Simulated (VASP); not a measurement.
# CdSe (F-43m) in VASP: further runs, part 2 of 3

VASP 6.6.1. The steps go on from the part before.

### Step 3. Electric field gradients, PBE (volume scaled by 0.98)

The input, INCAR:

```
SYSTEM = CdSe
PREC = Accurate ; ENCUT = 520
EDIFF = 1E-8 ; ISMEAR = -1
SIGMA = 0.03 ; LREAL = .False.
LASPH = .True. ; NELM = 100
ALGO = Normal ; ISIF = 2
LWAVE = .False. ; LCHARG = .False.
GGA = PE ; LEFG = .True.
NBANDS = 16
```

The input, KPOINTS:

```
regular mesh
0
Gamma
  8 8 8
  0 0 0
```

The input, POSCAR:

```
CdSe
1.0
    0.0000000000      3.0496647307      3.0496647307
    3.0496647307      0.0000000000      3.0496647307
    3.0496647307      3.0496647307      0.0000000000
Cd Se
1 1
Direct
    0.0000000000      0.0000000000      0.0000000000
    0.2500000000      0.2500000000      0.2500000000
```

Potentials or basis: VASP PAW PBE potentials, release 64 (Cd, Se).

Run with:

```bash
cat potpaw_PBE.64/Cd/POTCAR potpaw_PBE.64/Se/POTCAR > POTCAR
mpirun -np 1 vasp_std > vasp.out
```

OUTCAR:

```text
SYSTEM = CdSe
   PREC = Accurate
   ENCUT = 520
   EDIFF = 1E-8
   ISMEAR = -1
   LREAL = .False.
   LASPH = .True.
   NELM = 100
   ISIF = 2
   GGA = PE

 ion  position               nearest neighbor table
   1  0.000  0.000  0.000-   2 2.64   2 2.64   2 2.64   2 2.64
   2  0.250  0.250  0.250-   1 2.64   1 2.64   1 2.64   1 2.64

  LATTYP: Found a face centered cubic cell.
 ALAT       =     6.0993294614

  Lattice vectors:

 A1 = (   0.0000000000,   3.0496647307,   3.0496647307)
 A2 = (   3.0496647307,   0.0000000000,   3.0496647307)
 A3 = (   3.0496647307,   3.0496647307,   0.0000000000)

Analysis of symmetry for initial positions (statically):
=====================================================================
 Subroutine PRICEL returns:
 Original cell was already a primitive cell.

 Routine SETGRP: Setting up the symmetry group for a
 face centered cubic supercell.

 Subroutine GETGRP returns: Found 24 space group operations
 (whereof 24 operations were pure point group operations)
 out of a pool of 48 trial point group operations.

The static configuration has the point symmetry T_d .

Analysis of symmetry for dynamics (positions and initial velocities):
=====================================================================
 Subroutine PRICEL returns:
 Original cell was already a primitive cell.

 Routine SETGRP: Setting up the symmetry group for a
 face centered cubic supercell.

 Subroutine GETGRP returns: Found 24 space group operations
 (whereof 24 operations were pure point group operations)
 out of a pool of 48 trial point group operations.

The dynamic configuration has the point symmetry T_d .

 Subroutine INISYM returns: Found 24 space group operations
 (whereof 24 operations are pure point group operations),
[... 148 lines left out ...]
 Fermi energy:         1.1897871300

 k-point     1 :       0.0000    0.0000    0.0000
  band No.  band energies     occupation
      1     -11.6711      2.00000
      2      -7.0305      2.00000
      3      -7.0305      2.00000
      4      -7.0305      2.00000
      5      -6.6649      2.00000
      6      -6.6649      2.00000
[... 433 lines left out ...]
      3      -6.8791      2.00000
      4      -6.6837      2.00000
      5      -6.6488      2.00000
      6      -6.2911      2.00000
[... 8 lines left out ...]
     15      12.5344      0.00000
     16      13.4868      0.00000

 [... further k-points ...]
[... 5 lines left out ...]
  --------------------------------------------------------------------------------------
  -------------------------------------------------------------------------------------
  Total        0.9438025      0.9438025      0.9438025      0.0000000     -0.0000000     -0.0000000
  in kB       26.6566413     26.6566413     26.6566413      0.0000000     -0.0000000     -0.0000000
  external PRESSURE =      26.6566413 kB  Pullay stress =       0.0000000 kB

 VOLUME and BASIS-vectors are now :
 -----------------------------------------------------------------------------
  energy-cutoff  :      520.00
  volume of cell :       56.73
      direct lattice vectors                 reciprocal lattice vectors
     0.000000000  3.049664731  3.049664731    -0.163952449  0.163952449  0.163952449
     3.049664731  0.000000000  3.049664731     0.163952449 -0.163952449  0.163952449
     3.049664731  3.049664731  0.000000000     0.163952449  0.163952449 -0.163952449

 POSITION                                       TOTAL-FORCE (eV/Angst)
 -----------------------------------------------------------------------------------
      0.00000      0.00000      0.00000        -0.000000     -0.000000     -0.000000
      1.52483      1.52483      1.52483         0.000000      0.000000      0.000000
 -----------------------------------------------------------------------------------
    total drift:                               -0.000000     -0.000000     -0.000000

  FREE ENERGIE OF THE ION-ELECTRON SYSTEM (eV)
  ---------------------------------------------------
  free  energy   TOTEN  =        -5.4752162064 eV

  energy  without entropy=       -5.4752159622  energy(sigma->0) =       -5.47521608

 Electric field gradients (V/A^2)
---------------------------------------------------------------------
 ion       V_xx      V_yy      V_zz      V_xy      V_xz      V_yz
---------------------------------------------------------------------
   1      -0.000    -0.000    -0.000    -0.002    -0.002    -0.002
   2      -0.000    -0.000    -0.000     0.000     0.000     0.000
---------------------------------------------------------------------

 Electric field gradients after diagonalization (V/A^2)
 (convention: |V_zz| > |V_xx| > |V_yy|)
----------------------------------------------------------------------
 ion       V_xx      V_yy      V_zz     asymmetry (V_yy - V_xx)/ V_zz
----------------------------------------------------------------------
   1       0.002     0.002    -0.003       0.000
   2      -0.000    -0.000     0.000       0.000
----------------------------------------------------------------------

           NMR quadrupolar parameters

 Cq : quadrupolar parameter    Cq=e*Q*V_zz/h
 eta: asymmetry parameters     (V_yy - V_xx)/ V_zz
 Q  : nuclear electric quadrupole moment in mb (millibarn)
----------------------------------------------------------------------
 ion       Cq(MHz)       eta       Q (mb)
----------------------------------------------------------------------
   1      -0.000       0.000       1.000
   2       0.000       0.000       1.000
----------------------------------------------------------------------
```

OSZICAR:

```text
N       E                     dE             d eps       ncg     rms          rms(c)
DAV:   1     0.109592657185E+03    0.10959E+03   -0.87580E+03   928   0.100E+03
DAV:   2    -0.177803798537E+01   -0.11137E+03   -0.10513E+03  1136   0.251E+02
DAV:   3    -0.583405347947E+01   -0.40560E+01   -0.40509E+01  1048   0.497E+01
DAV:   4    -0.585119421067E+01   -0.17141E-01   -0.17140E-01  1224   0.328E+00
DAV:   5    -0.585130242693E+01   -0.10822E-03   -0.10822E-03  1088   0.224E-01    0.612E+00
DAV:   6    -0.549584405763E+01    0.35546E+00   -0.54075E-01  1384   0.878E+00    0.485E+00
DAV:   7    -0.547400055040E+01    0.21844E-01   -0.14444E-01  1040   0.253E+00    0.209E+00
DAV:   8    -0.547492576230E+01   -0.92521E-03   -0.13632E-02  1104   0.142E+00    0.249E-01
DAV:   9    -0.547509931278E+01   -0.17355E-03   -0.14201E-03  1096   0.489E-01    0.461E-02
DAV:  10    -0.547516738316E+01   -0.68070E-04   -0.15766E-04  1176   0.156E-01    0.428E-02
DAV:  11    -0.547521585792E+01   -0.48475E-04   -0.79450E-05  1144   0.564E-02    0.158E-02
DAV:  12    -0.547521565757E+01    0.20035E-06   -0.22057E-06  1080   0.186E-02    0.523E-03
DAV:  13    -0.547521621348E+01   -0.55591E-06   -0.15963E-06  1136   0.675E-03    0.267E-03
DAV:  14    -0.547521620643E+01    0.70502E-08   -0.40836E-08  1136   0.147E-03
   1 F= -.54752162E+01 E0= -.54752161E+01  d E =-.244259E-06
```

stdout:

```text
POSCAR found type information on POSCAR CdSe
 POSCAR found :  2 types and       2 ions
 scaLAPACK will be used
 LDA part: xc-table for (Slater+PW92), standard interpolation
 POSCAR, INCAR and KPOINTS ok, starting setup
 FFT: planning ... GRIDC
 FFT: planning ... GRID_SOFT
 FFT: planning ... GRID
 WAVECAR not read
 entering main loop
ion   1

ion   2
```

Wall time 18 s (1 thread of AMD EPYC 9R45 (Zen 5), shared host); peak memory 0.16 GiB.

What came out:

```
Free energy            : -5.4752 eV
Pressure               : 2.7 GPa
Band gap on the k mesh : 0.59 eV, direct
```

Levels at points of the mesh, in eV from the valence-band top:
```
           k point  band 5  band 6  band 7  band 8  band 9  band 10  band 11  band 12  band 13  band 14
(0.00, 0.00, 0.00)   -7.54   -7.54    0.00    0.00    0.00     0.59     5.94     5.94     5.94     9.75
(0.50, 0.00, 0.00)   -7.52   -7.25   -4.34   -0.74   -0.74     2.38     6.44     6.44     7.40    10.03
(0.50, 0.50, 0.00)   -7.48   -7.19   -4.04   -1.82   -1.82     3.15     3.75     9.08    10.17    10.17
```

Caveat: without QUAD_EFG the Cq values of the log hold for a quadrupole moment of 1 mb, not for the nuclei.

### Step 4. Electric field gradients, PBE (volume scaled by 0.99)

The input, INCAR:

```
  PREC = Accurate
  ENCUT = 520
  EDIFF = 1E-8
  ISMEAR = -1
  SIGMA = 0.03
  LREAL = F
  LASPH = T
  NELM = 100
  ALGO = Normal
  ISIF = 2
  LWAVE = F
  LCHARG = F
  GGA = PE
  LEFG = T
  NBANDS = 16
```

The input, KPOINTS:

```
regular mesh
0
Gamma
  8 8 8
```

The input, POSCAR:

```
CdSe
1.0
    0.0000000000      3.0600026564      3.0600026564
    3.0600026564      0.0000000000      3.0600026564
    3.0600026564      3.0600026564      0.0000000000
Cd Se
1 1
Direct
    0.0000000000      0.0000000000      0.0000000000
    0.2500000000      0.2500000000      0.2500000000
```

Potentials or basis: VASP PAW PBE potentials, release 64 (Cd, Se).

Run with:

```bash
cat potpaw_PBE.64/Cd/POTCAR potpaw_PBE.64/Se/POTCAR > POTCAR
mpirun -np 1 vasp_std > vasp.out
```

OUTCAR:

```text
PREC = Accurate
   ENCUT = 520
   EDIFF = 1E-8
   ISMEAR = -1
   LREAL = F
   LASPH = T
   NELM = 100
   ISIF = 2
   GGA = PE

 ion  position               nearest neighbor table
   1  0.000  0.000  0.000-   2 2.65   2 2.65   2 2.65   2 2.65
   2  0.250  0.250  0.250-   1 2.65   1 2.65   1 2.65   1 2.65

  LATTYP: Found a face centered cubic cell.
 ALAT       =     6.1200053128

  Lattice vectors:

 A1 = (   0.0000000000,   3.0600026564,   3.0600026564)
 A2 = (   3.0600026564,   0.0000000000,   3.0600026564)
 A3 = (   3.0600026564,   3.0600026564,   0.0000000000)

Analysis of symmetry for initial positions (statically):
=====================================================================
 Subroutine PRICEL returns:
 Original cell was already a primitive cell.

 Routine SETGRP: Setting up the symmetry group for a
 face centered cubic supercell.

 Subroutine GETGRP returns: Found 24 space group operations
 (whereof 24 operations were pure point group operations)
 out of a pool of 48 trial point group operations.

The static configuration has the point symmetry T_d .

Analysis of symmetry for dynamics (positions and initial velocities):
=====================================================================
 Subroutine PRICEL returns:
 Original cell was already a primitive cell.

 Routine SETGRP: Setting up the symmetry group for a
 face centered cubic supercell.

 Subroutine GETGRP returns: Found 24 space group operations
 (whereof 24 operations were pure point group operations)
 out of a pool of 48 trial point group operations.

The dynamic configuration has the point symmetry T_d .

[... 148 lines left out ...]
 cond. band min:       1.3672653242   @ k =   0.0000   0.0000   0.0000
 fundamental gap:      0.5707750051
 Fermi energy:         1.0998876260

 k-point     1 :       0.0000    0.0000    0.0000
  band No.  band energies     occupation
      1     -11.6947      2.00000
      2      -7.0770      2.00000
      3      -7.0770      2.00000
      4      -7.0770      2.00000
      5      -6.7222      2.00000
      6      -6.7222      2.00000
[... 433 lines left out ...]
      3      -6.9299      2.00000
      4      -6.7402      2.00000
      5      -6.7065      2.00000
      6      -6.3583      2.00000
[... 8 lines left out ...]
     15      12.4252      0.00000
     16      13.3697      0.00000

 [... further k-points ...]
[... 5 lines left out ...]
  --------------------------------------------------------------------------------------
  -------------------------------------------------------------------------------------
  Total        0.7524141      0.7524141      0.7524141     -0.0000000     -0.0000000      0.0000000
  in kB       21.0364331     21.0364331     21.0364331     -0.0000000     -0.0000000      0.0000000
  external PRESSURE =      21.0364331 kB  Pullay stress =       0.0000000 kB

 VOLUME and BASIS-vectors are now :
 -----------------------------------------------------------------------------
  energy-cutoff  :      520.00
  volume of cell :       57.31
      direct lattice vectors                 reciprocal lattice vectors
     0.000000000  3.060002656  3.060002656    -0.163398551  0.163398551  0.163398551
     3.060002656  0.000000000  3.060002656     0.163398551 -0.163398551  0.163398551
     3.060002656  3.060002656  0.000000000     0.163398551  0.163398551 -0.163398551

 POSITION                                       TOTAL-FORCE (eV/Angst)
 -----------------------------------------------------------------------------------
      0.00000      0.00000      0.00000         0.000000     -0.000000      0.000000
      1.53000      1.53000      1.53000        -0.000000      0.000000     -0.000000
 -----------------------------------------------------------------------------------
    total drift:                               -0.000000     -0.000000     -0.000000

  FREE ENERGIE OF THE ION-ELECTRON SYSTEM (eV)
  ---------------------------------------------------
  free  energy   TOTEN  =        -5.4838346130 eV

  energy  without entropy=       -5.4838342748  energy(sigma->0) =       -5.48383444

 Electric field gradients (V/A^2)
---------------------------------------------------------------------
 ion       V_xx      V_yy      V_zz      V_xy      V_xz      V_yz
---------------------------------------------------------------------
   1       0.000    -0.000     0.000    -0.002    -0.002    -0.002
   2       0.000    -0.000    -0.000     0.000     0.000     0.000
---------------------------------------------------------------------

 Electric field gradients after diagonalization (V/A^2)
 (convention: |V_zz| > |V_xx| > |V_yy|)
----------------------------------------------------------------------
 ion       V_xx      V_yy      V_zz     asymmetry (V_yy - V_xx)/ V_zz
----------------------------------------------------------------------
   1       0.002     0.002    -0.004       0.000
   2      -0.000    -0.000     0.000       0.000
----------------------------------------------------------------------

           NMR quadrupolar parameters

 Cq : quadrupolar parameter    Cq=e*Q*V_zz/h
 eta: asymmetry parameters     (V_yy - V_xx)/ V_zz
 Q  : nuclear electric quadrupole moment in mb (millibarn)
----------------------------------------------------------------------
 ion       Cq(MHz)       eta       Q (mb)
----------------------------------------------------------------------
   1      -0.000       0.000       1.000
   2       0.000       0.000       1.000
----------------------------------------------------------------------
```

OSZICAR:

```text
N       E                     dE             d eps       ncg     rms          rms(c)
DAV:   1     0.107377274764E+03    0.10738E+03   -0.87526E+03   944   0.101E+03
DAV:   2    -0.185998181501E+01   -0.10924E+03   -0.10290E+03  1176   0.248E+02
DAV:   3    -0.584387852549E+01   -0.39839E+01   -0.39784E+01  1064   0.495E+01
DAV:   4    -0.586137063269E+01   -0.17492E-01   -0.17491E-01  1208   0.324E+00
DAV:   5    -0.586148201693E+01   -0.11138E-03   -0.11138E-03  1096   0.224E-01    0.599E+00
DAV:   6    -0.550419641034E+01    0.35729E+00   -0.54482E-01  1376   0.873E+00    0.476E+00
DAV:   7    -0.548261121529E+01    0.21585E-01   -0.14249E-01  1080   0.250E+00    0.206E+00
DAV:   8    -0.548353155636E+01   -0.92034E-03   -0.13294E-02  1072   0.139E+00    0.247E-01
DAV:   9    -0.548371703006E+01   -0.18547E-03   -0.14053E-03  1112   0.481E-01    0.460E-02
DAV:  10    -0.548378501949E+01   -0.67989E-04   -0.15654E-04  1176   0.155E-01    0.431E-02
DAV:  11    -0.548383414596E+01   -0.49126E-04   -0.80778E-05  1128   0.567E-02    0.162E-02
DAV:  12    -0.548383392961E+01    0.21635E-06   -0.20353E-06  1072   0.174E-02    0.564E-03
DAV:  13    -0.548383452451E+01   -0.59490E-06   -0.16619E-06  1152   0.663E-03    0.280E-03
DAV:  14    -0.548383450979E+01    0.14720E-07   -0.50177E-08  1120   0.170E-03    0.183E-03
DAV:  15    -0.548383462738E+01   -0.11759E-06   -0.16693E-08  1192   0.934E-04    0.328E-04
DAV:  16    -0.548383461397E+01    0.13409E-07   -0.52267E-10   632   0.198E-04    0.126E-04
DAV:  17    -0.548383461303E+01    0.94224E-09   -0.77433E-11   640   0.693E-05
   1 F= -.54838346E+01 E0= -.54838344E+01  d E =-.338257E-06
```

stdout:

```text
POSCAR found type information on POSCAR CdSe
 POSCAR found :  2 types and       2 ions
 scaLAPACK will be used
 LDA part: xc-table for (Slater+PW92), standard interpolation
 POSCAR, INCAR and KPOINTS ok, starting setup
 FFT: planning ... GRIDC
 FFT: planning ... GRID_SOFT
 FFT: planning ... GRID
 WAVECAR not read
 entering main loop
ion   1

ion   2
```

It took 20 s on 1 thread of AMD EPYC 9R45 (Zen 5), shared host; peak memory 0.16 GiB.

Results:

```
Free energy            : -5.4838 eV
Pressure               : 2.1 GPa
Band gap on the k mesh : 0.57 eV, direct
```

Caveat: without QUAD_EFG the Cq values of the log hold for a quadrupole moment of 1 mb, not for the nuclei.

### Step 5. Electric field gradients, PBE (volume scaled by 0.99)

The input, INCAR:

```
SYSTEM = CdSe
  PREC = Accurate
  ENCUT = 520
  EDIFF = 1E-8
  ISMEAR = -1
  SIGMA = 0.03
  LREAL = .FALSE.
  LASPH = .TRUE.
  NELM = 80
  ALGO = Normal
  ISIF = 2
  LWAVE = .FALSE.
  LCHARG = .FALSE.
  GGA = PE
  LEFG = .TRUE.
  NBANDS = 16
```

The input, KPOINTS:

```
regular mesh
0
G
  8 8 8
  0 0 0
```

POSCAR is that of step 4.

Potentials or basis: VASP PAW PBE potentials, release 64 (Cd, Se).

Run with:

```bash
cat potpaw_PBE.64/Cd/POTCAR potpaw_PBE.64/Se/POTCAR > POTCAR
mpirun -np 1 vasp_std > vasp.out
```

OUTCAR:

```text
SYSTEM = CdSe
   PREC = Accurate
   ENCUT = 520
   EDIFF = 1E-8
   ISMEAR = -1
   LREAL = .FALSE.
   LASPH = .TRUE.
   NELM = 80
   ISIF = 2
   GGA = PE

 ion  position               nearest neighbor table
   1  0.000  0.000  0.000-   2 2.65   2 2.65   2 2.65   2 2.65
   2  0.250  0.250  0.250-   1 2.65   1 2.65   1 2.65   1 2.65

  LATTYP: Found a face centered cubic cell.
 ALAT       =     6.1200053128

  Lattice vectors:

 A1 = (   0.0000000000,   3.0600026564,   3.0600026564)
 A2 = (   3.0600026564,   0.0000000000,   3.0600026564)
[... 667 lines left out ...]
  ---------------------------------------------------
  free  energy   TOTEN  =        -5.4838346130 eV

  energy  without entropy=       -5.4838342748  energy(sigma->0) =       -5.48383444

 Electric field gradients (V/A^2)
---------------------------------------------------------------------
 ion       V_xx      V_yy      V_zz      V_xy      V_xz      V_yz
---------------------------------------------------------------------
   1       0.000    -0.000     0.000    -0.002    -0.002    -0.002
   2       0.000    -0.000    -0.000     0.000     0.000     0.000
---------------------------------------------------------------------

 Electric field gradients after diagonalization (V/A^2)
 (convention: |V_zz| > |V_xx| > |V_yy|)
----------------------------------------------------------------------
 ion       V_xx      V_yy      V_zz     asymmetry (V_yy - V_xx)/ V_zz
----------------------------------------------------------------------
   1       0.002     0.002    -0.004       0.000
   2      -0.000    -0.000     0.000       0.000
----------------------------------------------------------------------

           NMR quadrupolar parameters

 Cq : quadrupolar parameter    Cq=e*Q*V_zz/h
 eta: asymmetry parameters     (V_yy - V_xx)/ V_zz
 Q  : nuclear electric quadrupole moment in mb (millibarn)
----------------------------------------------------------------------
 ion       Cq(MHz)       eta       Q (mb)
----------------------------------------------------------------------
   1      -0.000       0.000       1.000
   2       0.000       0.000       1.000
----------------------------------------------------------------------
```

stdout:

```text
POSCAR found type information on POSCAR CdSe
 POSCAR found :  2 types and       2 ions
 scaLAPACK will be used
 LDA part: xc-table for (Slater+PW92), standard interpolation
 POSCAR, INCAR and KPOINTS ok, starting setup
 FFT: planning ... GRIDC
 FFT: planning ... GRID_SOFT
 FFT: planning ... GRID
 WAVECAR not read
 entering main loop
ion   1

ion   2
```

It took 20 s on 1 thread of AMD EPYC 9R45 (Zen 5), shared host; peak memory 0.16 GiB.

What came out:

```
Free energy            : -5.4838 eV
Pressure               : 2.1 GPa
Band gap on the k mesh : 0.57 eV, direct
```

Levels at points of the mesh, in eV from the valence-band top:
```tsv
k point	band 6	band 7	band 8	band 9	band 10	band 11	band 12	band 13
(0.00, 0.00, 0.00)	-7.52	0.00	0.00	0.00	0.57	5.93	5.93	5.93
(0.50, 0.00, 0.00)	-7.24	-4.28	-0.72	-0.72	2.37	6.44	6.44	7.37
(0.50, 0.50, 0.00)	-7.17	-4.00	-1.79	-1.79	3.17	3.74	9.03	10.11
```

Caveat: without QUAD_EFG the Cq values of the log hold for a quadrupole moment of 1 mb, not for the nuclei.

(Continued in part 3 of 3.)
